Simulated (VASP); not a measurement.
Here is a VASP 6.6.1 calculation.

File INCAR:

```
ALGO = Normal
EDIFF = 1E-6
ENCUT = 520
GGA = PS
ISIF = 2
ISMEAR = -1
LASPH = T
LCHARG = F
LREAL = F
LWAVE = F
NBANDS = 8
NELM = 60
PREC = Accurate
SIGMA = 0.05
```

File KPOINTS:

```
k-points
0
Gamma
  12 12 12
```

Contents of POSCAR:

```
Al
1.0
   -1.6066449309      1.6066449309      1.6066449309
    1.6066449309     -1.6066449309      1.6066449309
    1.6066449309      1.6066449309     -1.6066449309
Al
1
Direct
    0.0000000000      0.0000000000      0.0000000000
```

Potentials or basis: VASP PAW PBE potentials, release 64 (Al).

Command:

```sh
$ cat potpaw_PBE.64/Al/POTCAR > POTCAR
$ mpirun -np 1 vasp_std > vasp.out
```

**Question.** Predict the pressure.

**Answer.** 0.1 GPa.

Caveat: the PAW data sets were made with another functional, which shifts forces and pressure a little.
